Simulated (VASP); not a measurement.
Input of a VASP 6.6.1 run:

INCAR

```
PREC     = Accurate       # precision mode
ENCUT    = 600            # plane-wave cutoff, eV
EDIFF    = 1E-6           # SCF threshold, eV
ISMEAR   = 0              # smearing method
SIGMA    = 0.02           # smearing width, eV
LREAL    = F              # projectors in reciprocal space
LASPH    = T              # aspherical terms in the spheres
NELM     = 120            # most SCF steps
ALGO     = Normal         # electronic algorithm
ISIF     = 2              # what is computed and relaxed
LWAVE    = F              # write WAVECAR
LCHARG   = F              # write CHGCAR
GGA      = PE             # functional
NBANDS   = 95             # bands
GGA_COMPAT= F            
KPAR     = 4
```

The input KPOINTS:

```
regular mesh
0
Gamma
  2 6 6
```

The input POSCAR:

```
Hf6Al2O15
1.0
   10.5852776570      0.3973247969     -0.6352106226
    0.1906163413      5.1332746575      0.1774527017
   -0.3063999489      0.1784774559      5.1622377340
Al Hf O
2 6 15
Direct
   -0.0024051162      0.1269667769      0.2599676989
    0.2463774608      0.3578226535      0.6106405006
    0.5116291074      0.3234822403      0.2169397846
    0.7427468661      0.2553968901      0.7923444177
    0.2707697623      0.8081449340      0.0827301725
    0.7452947862      0.7607582916      0.2908239113
    0.4860534553      0.8426641783      0.6689016722
    0.9774861581      0.6727228699      0.8055309624
    0.6483407515      0.0419397405      0.4831247869
    0.0806437517     -0.1027066066      1.0815242225
    0.5821930024      0.0477382870      0.9562413946
    0.3411442086      0.5444477662      0.4054317245
    0.8399931024      0.4827956059      0.5496907714
    0.4182949280      0.5852521107      0.9333156858
    0.9159369153      0.3655219010      1.0184880768
    0.1705981386      0.5723928926      0.8179372806
    0.6697010756      0.4867993899      1.0528612910
    0.1130021617      0.2835112758      0.4247060937
    0.5935033619      0.5462431289      0.5105399553
    0.3994739213      1.0298843265      0.3232304165
    0.9142127560      0.9329717262      0.4767589999
    0.3223141087      1.0664932221      0.7959249556
    0.8287590562      0.8974017985      0.9670779647
```

Potentials or basis: VASP PAW PBE potentials, release 64 (Al, Hf_pv, O).

Command:

```bash
$ cat potpaw_PBE.64/Al/POTCAR potpaw_PBE.64/Hf_pv/POTCAR potpaw_PBE.64/O/POTCAR > POTCAR
$ mpirun -np 4 vasp_std > vasp.out
```

Task: What does it give for the band gap on the k mesh?

Result: 4.06 eV (least direct gap 4.07 eV).

Task: What does it give for the largest force?

Result: 0.163 eV/Å.

Task: Predict the pressure.

Result: -2.5 GPa.

Forces on the atoms (eV/Å):
```
Al  -0.013 -0.001 -0.010
Al   0.006  0.005  0.012
Hf   0.075  0.001 -0.029
Hf   0.009  0.021  0.024
Hf   0.061 -0.064 -0.090
Hf   0.027 -0.057  0.009
Hf  -0.031 -0.010  0.009
Hf  -0.072  0.010  0.042
O   -0.016  0.005 -0.009
O    0.092 -0.099 -0.091
O   -0.006  0.030 -0.026
O    0.027  0.077 -0.111
O   -0.067  0.079  0.072
O    0.025  0.074  0.072
O   -0.036  0.084 -0.128
O   -0.073  0.113  0.088
O    0.001 -0.026  0.037
O    0.004 -0.001  0.004
O   -0.034  0.021 -0.030
O    0.070 -0.015  0.016
O   -0.057 -0.120  0.067
O    0.041 -0.144  0.063
O   -0.032  0.016  0.009
```

Caveat: spin-orbit coupling is left out, which moves the levels of the heavy elements. A k mesh can miss the band edges.
